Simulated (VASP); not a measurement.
Wanted: the native input for a VASP 6.6.1 run.

```
Task                   : single point
Functional             : PBE
Potentials or basis    : VASP PAW PBE potentials, release 64 (Co)
Cutoff                 : 520 eV
k mesh                 : 12 × 12 × 7
Occupations            : gaussian, width 0.013 eV
Spin                   : collinear spin, ferromagnetic start
Starting moments       : [2.0, 2.0] μB
Dipole correction      : no
Further INCAR settings : ALGO = Fast; EDIFF = 1e-07; NBANDS = 20
```

The structure of Co lies in POSCAR:

```
Co
1.0
    2.4719999032      0.0000000000      0.0000000000
   -1.2359999516      2.1408147143      0.0000000000
    0.0000000000      0.0000000000      4.0211440800
Co
2
Direct
    0.6666666667      0.3333333333      0.7500000000
    0.3333333333      0.6666666667      0.2500000000
```

One way to write it, as run:

INCAR

```
SYSTEM = Co
PREC = Accurate
ENCUT = 520
EDIFF = 1E-7
ISMEAR = 0
SIGMA = 0.013000000000000001
LREAL = .FALSE.
LASPH = .TRUE.
NELM = 150
ALGO = Fast
ISIF = 2
LWAVE = .FALSE.
LCHARG = .FALSE.
ISPIN = 2
MAGMOM = 2 2
LORBIT = 11
LMAXMIX = 4
GGA = PE
NBANDS = 20
```

KPOINTS

```
Automatic mesh
0
G
  12 12 7
  0 0 0
```

Potentials or basis: VASP PAW PBE potentials, release 64 (Co).

Command:

```console
$ cat potpaw_PBE.64/Co/POTCAR > POTCAR
$ mpirun -np 1 vasp_std > vasp.out
```

It gave:

The pressure is 4.1 GPa. The net moment is 3.22 μB per cell, the site moments are Co +1.62 μB and the valence electrons inside the program's atomic spheres are Co 8.31.

Wall time 43 s on 1 thread of Intel(R) Xeon(R) Platinum 8559C (Emerald Rapids), on a shared host, peak memory 0.16 GiB.
